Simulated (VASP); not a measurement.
# Ge (P1) in VASP: relaxation of cell and atoms with PBE

Aim: the relaxation of cell and atoms of Ge with PBE.

Program: VASP 6.6.1. These are calculated values, not measurements. Logs are shortened: lines on timing, memory, paths and dates and some standing lists are left out, and cuts for length are marked.

## (1) The cell of the first run

The typed cell holds 4 atoms: a = 2.681 Å, b = 5.440 Å, c = 5.412 Å, α = 88.46°, β = 90.21°, γ = 90.83°.

## (2) Relaxation of cell and atoms, PBE

INCAR

```
PREC     = Accurate       # precision mode
ENCUT    = 600            # plane-wave cutoff, eV
EDIFF    = 1E-7           # SCF threshold, eV
ISMEAR   = 0              # smearing method
SIGMA    = 0.2            # smearing width, eV
LREAL    = False          # projectors in reciprocal space
LASPH    = True           # aspherical terms in the spheres
NELM     = 80             # most SCF steps
ALGO     = Normal         # electronic algorithm
ISIF     = 3              # what is computed and relaxed
LWAVE    = False          # write WAVECAR
LCHARG   = False          # write CHGCAR
GGA      = PE             # functional
IBRION   = 2              # ionic algorithm
NSW      = 80             # ionic steps
EDIFFG   = -0.025         # ionic threshold
```

KPOINTS

```
Automatic mesh
0
Gamma
  8 4 4
```

POSCAR

```
Ge
1.0
    1.8991861326      1.8924704399      0.0194149585
   -0.0788954579      0.0239892112     -5.4389319243
   -3.8334467591      3.8200160179     -0.0727595533
Ge
4
Direct
    0.4800156820     -0.0167959781      0.7534669281
    0.5652454150      0.5036365934      0.7237081890
    0.4650411363      0.0287430093      0.2453080622
    0.4896977667      0.4844163754      0.2775168208
```

Potentials or basis: VASP PAW PBE potentials, release 64 (Ge_d).

Command:

```bash
$ cat potpaw_PBE.64/Ge_d/POTCAR > POTCAR
$ mpirun -np 1 vasp_std > vasp.out
```

OUTCAR:

```text
PREC = Accurate
   ENCUT = 600
   EDIFF = 1E-7
   ISMEAR = 0
   LREAL = False
   LASPH = True
   NELM = 80
   ISIF = 3
   GGA = PE
   IBRION = 2
   NSW = 80
   EDIFFG = -0.025

 ion  position               nearest neighbor table
   1  0.480  0.983  0.753-   2 2.63   3 2.68   3 2.76   2 2.84
   2  0.565  0.504  0.724-   4 2.43   1 2.63   1 2.84
   3  0.465  0.029  0.245-   4 2.49   1 2.68   1 2.76
   4  0.490  0.484  0.278-   2 2.43   3 2.49

  LATTYP: Found a triclinic cell.
 ALAT       =     7.6051134677
 B/A-ratio  =     0.3525497135
 C/A-ratio  =     1.5757038999
 COS(alpha) =     0.0032644776
 COS(beta)  =     0.6364855554
 COS(gamma) =     0.7025210850

  Lattice vectors:

 A1 = (   0.0350744939,  -7.6049568977,   0.0339296363)
 A2 = (  -1.8991861326,  -1.8924704399,  -0.0194149585)
 A3 = (   7.5879980603,  -7.6160428246,  -5.2934128177)

Analysis of symmetry for initial positions (statically):
=====================================================================
 Subroutine PRICEL returns:
 Original cell was already a primitive cell.

 Routine SETGRP: Setting up the symmetry group for a
 triclinic supercell.

 Subroutine GETGRP returns: Found  1 space group operations
 (whereof  1 operations were pure point group operations)
 out of a pool of  2 trial point group operations.

The static configuration has the point symmetry C_1 .

Analysis of symmetry for dynamics (positions and initial velocities):
=====================================================================
 Subroutine PRICEL returns:
 Original cell was already a primitive cell.

 Routine SETGRP: Setting up the symmetry group for a
 triclinic supercell.

 Subroutine GETGRP returns: Found  1 space group operations
 (whereof  1 operations were pure point group operations)
 out of a pool of  2 trial point group operations.

The dynamic configuration has the point symmetry C_1 .

 Subroutine INISYM returns: Found  1 space group operations
 (whereof  1 operations are pure point group operations),
 and found     1 'primitive' translations

----------------------------------------------------------------------------------------

                                     Primitive cell

  volume of cell :      78.8985

  direct lattice vectors                    reciprocal lattice vectors
     1.899186133  1.892470440  0.019414958     0.263313720  0.264188945 -0.002654303
    -0.078895458  0.023989211 -5.438931924     0.002685231 -0.000808098 -0.183902143
    -3.833446759  3.820016018 -0.072759553    -0.130464858  0.130902492  0.002469847

  length of vectors
     2.681180574  5.439557009  5.412312850     0.373010668  0.183923522  0.184831388

  position of ions in fractional coordinates (direct lattice)
     0.480015682  0.983204022  0.753466928
     0.565245415  0.503636593  0.723708189
     0.465041136  0.028743009  0.245308062
     0.489697767  0.484416375  0.277516821

  ion indices of the primitive-cell ions
   primitive index   ion index
                 1           1
                 2           2
                 3           3
                 4           4

----------------------------------------------------------------------------------------

 KPOINTS: Automatic mesh

Automatic generation of k-mesh.
 Grid dimensions read from file:
 generate k-points for:    8    4    4

 Generating k-lattice:

  Cartesian coordinates                     Fractional coordinates (reciprocal lattice)
     0.032914215  0.033023618 -0.000331788     0.125000000  0.000000000  0.000000000
     0.000671308 -0.000202024 -0.045975536     0.000000000  0.250000000 -0.000000000
    -0.032616215  0.032725623  0.000617462    -0.000000000  0.000000000  0.250000000

  Length of vectors
     0.046626334  0.045980880  0.046207847

  Shift w.r.t. Gamma in fractional coordinates (k-lattice)
     0.000000000  0.000000000  0.000000000

 Subroutine IBZKPT returns following result:
 ===========================================

 Found     68 irreducible k-points:

 Following reciprocal coordinates:
            Coordinates               Weight
  0.000000  0.000000  0.000000      1.000000
  0.125000 -0.000000  0.000000      2.000000
  0.250000 -0.000000  0.000000      2.000000
  0.375000 -0.000000  0.000000      2.000000
  0.500000 -0.000000  0.000000      1.000000
  0.000000  0.250000 -0.000000      2.000000
[... 16 lines left out ...]
  0.500000 -0.000000  0.250000      2.000000
 -0.375000  0.000000  0.250000      2.000000
 [... further k-points ...]
   k-points           NKPTS =     68   k-points in BZ     NKDIM =     68   number of bands    NBANDS=     33
   number of dos      NEDOS =    301   number of ions     NIONS =      4
   total plane-waves  NPLWV =  55296
   dimension x,y,z NGX =    24 NGY =   48 NGZ =   48
   dimension x,y,z NGXF=    48 NGYF=   96 NGZF=   96
   ions per type =               4
   NGX,Y,Z   is equivalent  to a cutoff of  14.88, 14.67, 14.74 a.u.
   NGXF,Y,Z  is equivalent  to a cutoff of  29.76, 29.34, 29.49 a.u.
 SYSTEM =  unknown system
   PREC   = accura    normal or accurate (medium, high low for compatibility)
   ISTART =      0    job   : 0-new  1-cont  2-samecut
   ICHARG =      2    charge: 1-file 2-atom 10-const
   ISPIN  =      1    spin polarized calculation?
   LNONCOLLINEAR =      F non collinear calculations
   LSORBIT =      F    spin-orbit coupling
   LASPH  =      T    aspherical Exc in radial PAW
   ENCUT  =  600.0 eV  44.10 Ry    6.64 a.u.   5.35 10.86 10.81*2*pi/ulx,y,z
   NELM   =     80;   NELMIN=  2; NELMDL= -5     # of ELM steps
   EDIFF  = 0.1E-06   stopping-criterion for ELM
   LREAL  =      F    real-space projection
   EDIFFG = -.3E-01   stopping-criterion for IOM
   NSW    =     80    number of steps for IOM
   IBRION =      2    ionic relax: 0-MD 1-quasi-New 2-CG
   NFREE  =      1    steps in history (QN), initial steepest desc. (CG)
   ISIF   =      3    stress and relaxation
   ISYM   =      2    0-nonsym 1-usesym 2-fastsym
   POTIM  = 0.5000    time-step for ionic-motion
   TEBEG  =    0.0;   TEEND  =   0.0 temperature during run
   PSTRESS=    0.0 pullay stress
   NELECT =      56.0000    total number of electrons
   NUPDOWN=      -1.0000    fix difference up-down
   EMIN   =  10.00;   EMAX   =-10.00  energy-range for DOS
   EFERMI =   0.00;   METHOD = LEGACY
   ISMEAR =     0;   SIGMA  =   0.20  broadening in eV -4-tet -1-fermi 0-gaus
   EFERMI_NEDOS =   21; number of points for ismear=-14 and -15
   IALGO  =     38    algorithm
   IMIX   =      4    mixing-type and parameters
     AMIX     =   0.40;   BMIX     =  1.00
     AMIX_MAG =   1.60;   BMIX_MAG =  1.00
  volume/ion in A,a.u.               =      19.72       133.11
  Fermi-wavevector in a.u.,A,eV,Ry     =   1.460320  2.759604 29.014875  2.132533
  Thomas-Fermi vector in A             =   2.576783
   LORBIT       =      0    0 simple, 1 ext, 2 COOP (PROOUT), +10 PAW based schemes
   GGA     = PE    functional components
   LHFCALC =     F    Hartree Fock is set to
   AEXX    =    0.0000 exact exchange contribution
   IVDW    =     0    specifies the selected vdW correction
   LEPSILON=     F    determine dielectric tensor
   LRPA    =     F    only Hartree local field effects (RPA)
 conjugate gradient relaxation of ions
 non-spin polarized calculation
 Gauss-broadening in eV      SIGMA  =   0.20
  energy-cutoff  :      600.00
  volume of cell :       78.90
 maximum number of plane-waves:      2658
 NGX is ok and might be reduce to    24
   NGX = 11   NGY = 21   NGZ = 21

--------------------------------------- Ionic step        1  -------------------------------------------

 number of electron      56.0000009 magnetization

 Free energy of the ion-electron system (eV)
  ---------------------------------------------------
  ext. energy  EPLUGINS =         0.00000000
  ---------------------------------------------------
  free energy    TOTEN  =       -16.68131139 eV

  energy without entropy =      -16.63008617  energy(sigma->0) =      -16.65569878

------------------------ aborting loop because EDIFF is reached ----------------------------------------

  FORCE on cell =-STRESS in cart. coord.  units (eV):
  Direction    XX          YY          ZZ          XY          YZ          ZX
  --------------------------------------------------------------------------------------
  -------------------------------------------------------------------------------------
  Total        1.5844925      1.9183220      2.4682499     -0.7144994     -0.1081629      0.0795542
  in kB       32.1759925     38.9550037     50.1222869    -14.5092053     -2.1964445      1.6154928
  external PRESSURE =      40.4177610 kB  Pullay stress =       0.0000000 kB
[... 95 lines left out ...]
  FREE ENERGIE OF THE ION-ELECTRON SYSTEM (eV)
  ---------------------------------------------------
  free  energy   TOTEN  =       -16.8599501731 eV

  energy  without entropy=      -16.8132403698  energy(sigma->0) =      -16.83659527

[... ionic steps 4 to 28 ...]

--------------------------------------- Ionic step       29  -------------------------------------------

 number of electron      55.9999991 magnetization

------------------------ aborting loop because EDIFF is reached ----------------------------------------

  FORCE on cell =-STRESS in cart. coord.  units (eV):
  Direction    XX          YY          ZZ          XY          YZ          ZX
  --------------------------------------------------------------------------------------
  -------------------------------------------------------------------------------------
  Total       -0.0635762     -0.0267107     -0.0536543     -0.0405907      0.0250240      0.0376640
  in kB       -1.2554351     -0.5274539     -1.0595092     -0.8015416      0.4941475      0.7437489
  external PRESSURE =      -0.9474661 kB  Pullay stress =       0.0000000 kB
[... 61 lines left out ...]
  energy  without entropy=      -16.9171854058  energy(sigma->0) =      -16.93877645

--------------------------------------- Ionic step       31  -------------------------------------------

 number of electron      55.9999994 magnetization

 Free energy of the ion-electron system (eV)
  ---------------------------------------------------
  ext. energy  EPLUGINS =         0.00000000
  ---------------------------------------------------
  free energy    TOTEN  =       -16.96066097 eV

  energy without entropy =      -16.91804707  energy(sigma->0) =      -16.93935402

 E-fermi :   5.7129     XC(G=0): -10.8186

 val. band max:        5.7109605659   @ k =  -0.0000   0.5000   0.5000
 cond. band min:       5.7159440843   @ k =  -0.0000   0.5000   0.5000
 fundamental gap:      0.0049835184
 Fermi energy:         5.7129213352

 k-point     1 :       0.0000    0.0000    0.0000
  band No.  band energies     occupation
      1     -18.9368      2.00000
      2     -18.9190      2.00000
      3     -18.9182      2.00000
      4     -18.8998      2.00000
      5     -18.8528      2.00000
      6     -18.8235      2.00000
[... 853 lines left out ...]
     32       8.2915      0.00000
     33      10.7654      0.00000

 [... further k-points ...]

------------------------ aborting loop because EDIFF is reached ----------------------------------------

  FORCE on cell =-STRESS in cart. coord.  units (eV):
  Direction    XX          YY          ZZ          XY          YZ          ZX
  --------------------------------------------------------------------------------------
  -------------------------------------------------------------------------------------
  Total       -0.0230502     -0.0466367     -0.0087877      0.0092759     -0.0244933     -0.0141003
  in kB       -0.4552521     -0.9210986     -0.1735605      0.1832044     -0.4837545     -0.2784873
  external PRESSURE =      -0.5166371 kB  Pullay stress =       0.0000000 kB
[... 19 lines left out ...]
  FREE ENERGIE OF THE ION-ELECTRON SYSTEM (eV)
  ---------------------------------------------------
  free  energy   TOTEN  =       -16.9606609739 eV

  energy  without entropy=      -16.9180470741  energy(sigma->0) =      -16.93935402

 reached required accuracy - stopping structural energy minimisation
```

Wall time 31 min (1 thread of Intel Xeon 6975P-C (Granite Rapids), shared host); peak memory 0.33 GiB.

What came out:

```
Free energy                           : -16.9607 eV
Relaxed volume                        : 20.28 Å³/atom
Relaxed cell                          : a = 2.653 Å, b = 5.527 Å, c = 5.532 Å, α = 90.13°, β = 89.95°, γ = 90.11°
Space group after relaxing (to 0.1 Å) : Pmma (No. 51)
Energy gained by relaxing             : 69.8 meV/atom
Ionic steps                           : 31
Pressure after relaxing               : -0.1 GPa
Largest force after relaxing          : 0.022 eV/Å
Band gap on the k mesh                : zero (bands 28 and 29 overlap by 2.26 eV)
```

Forces in eV/Å, atoms in the order of the input:
```
Ge  -0.003 -0.010 -0.004
Ge   0.003 -0.004  0.001
Ge   0.011  0.019  0.000
Ge  -0.011 -0.005  0.003
```

Step by step:
```
step  energy change (eV)  largest force (eV/Å)  pressure (GPa)  volume (Å³)
   1              0.0000                1.4270            4.04        78.90
   2             -0.1785                0.4777           -2.00        84.71
   3             -0.1786                0.4604           -2.13        84.86
   4             -0.2398                0.2962           -0.98        82.69
   5             -0.2551                0.1734            0.15        81.10
   6             -0.2650                0.1159            0.13        80.92
   7             -0.2688                0.0904            0.19        80.75
   8             -0.2693                0.0862            0.31        80.67
   9             -0.2714                0.0761           -0.23        81.28
  10             -0.2715                0.0737           -0.49        81.60
  11             -0.2729                0.0699           -0.39        81.53
  12             -0.2737                0.0685           -0.35        81.47
  13             -0.2743                0.0699           -0.28        81.35
  14             -0.2751                0.0644           -0.03        80.99
  15             -0.2752                0.0603            0.21        80.73
  16             -0.2757                0.0527            0.16        80.77
  17             -0.2762                0.0444            0.12        80.85
  18             -0.2763                0.0437            0.07        80.88
  19             -0.2768                0.0424           -0.04        81.05
  20             -0.2770                0.0410           -0.17        81.23
  21             -0.2773                0.0381           -0.09        81.10
  22             -0.2775                0.0328            0.09        80.88
  23             -0.2777                0.0294            0.10        80.86
  24             -0.2783                0.0229            0.19        80.80
  25             -0.2782                0.0341            0.30        80.69
  26             -0.2784                0.0287            0.25        80.74
  27             -0.2788                0.0288            0.00        81.05
  28             -0.2788                0.0289           -0.10        81.17
  29             -0.2788                0.0291           -0.09        81.14
  30             -0.2791                0.0269           -0.08        81.13
  31             -0.2793                0.0223           -0.05        81.12
```

Final structure:
```cif
data_structure
_symmetry_space_group_name_H-M 'P 1'
_symmetry_Int_Tables_number 1
_cell_length_a 2.6530
_cell_length_b 5.5273
_cell_length_c 5.5319
_cell_angle_alpha 90.130
_cell_angle_beta 89.953
_cell_angle_gamma 90.108
_cell_volume 81.12
loop_
_atom_site_label
_atom_site_type_symbol
_atom_site_fract_x
_atom_site_fract_y
_atom_site_fract_z
_atom_site_occupancy
Ge1 Ge 0.50184 0.99454 0.74966 1
Ge2 Ge 0.51108 0.49471 0.75071 1
Ge3 Ge 0.48179 0.00529 0.24923 1
Ge4 Ge 0.50529 0.50546 0.25039 1
```

Levels at points of the mesh, in eV from the Fermi level:
```
           k point  band 24  band 25  band 26  band 27  band 28  band 29  band 30  band 31  band 32  band 33
(0.00, 0.00, 0.00)    -5.65    -5.44    -5.39    -2.61    -2.57     3.11     5.98     6.02     7.56     8.56
(0.50, 0.00, 0.00)    -4.84    -2.67    -2.66    -2.08    -2.07    -0.69    -0.09     0.56     0.60     3.32
(0.00, 0.50, 0.00)    -8.03    -4.36    -4.36    -0.72    -0.71     2.27     2.28     6.92     6.93     7.35
(0.50, 0.50, 0.00)    -4.38    -3.71    -3.70    -1.65    -1.65    -1.04    -1.03     2.85     2.86     4.42
(0.00, 0.00, 0.50)    -8.02    -4.37    -4.36    -0.74    -0.73     2.26     2.28     7.03     7.04     7.25
(0.50, 0.00, 0.50)    -4.39    -3.70    -3.68    -1.65    -1.64    -1.05    -1.04     2.83     2.85     4.41
(0.00, 0.50, 0.50)   -10.29     0.00     0.00     0.02     0.03     0.71     0.71     0.74     0.75     9.61
(0.50, 0.50, 0.50)    -6.20    -3.34    -3.34    -3.33    -3.33     3.21     3.21     3.23     3.23     4.78
```
